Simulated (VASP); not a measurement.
Mg, 2 atoms in the cell. The structure is tetragonal, space group I4_1/amd (No. 141). Conventional cell: a = 5.524 Å, b = 5.524 Å, c = 3.014 Å, α = 90.00°, β = 90.00°, γ = 90.00°. Within 3.8 Å of Mg (site symmetry -4m2) lie 10 Mg at 2.86 to 3.57 Å. 

```yaml
Program: VASP 6.6.1
Task: single point
Functional: PBEsol
Potentials_or_basis: VASP PAW PBE potentials, release 64 (Mg)
Cutoff: 520 eV
k_mesh: 6 × 6 × 6
Occupations: gaussian, width 0.1 eV
Spin: no spin polarisation
Dipole_correction: no
Further_INCAR_settings: ALGO = Normal; EDIFF = 1e-06; NBANDS = 9
```

Potentials or basis: VASP PAW PBE potentials, release 64 (Mg).

The run is started by

```console
$ cat potpaw_PBE.64/Mg/POTCAR > POTCAR
$ mpirun -np 1 vasp_std > vasp.out
```

Hardware: 1 thread of AMD EPYC 7R43 64-Core Processor (Zen 3), with other jobs on the host.

How long does it take, and how much memory?

Run time: 17 s on 1 thread of AMD EPYC 7R43 64-Core Processor (Zen 3), with other jobs on the host, peak memory 0.14 GiB. Counts: scf iterations 10, k points 30.
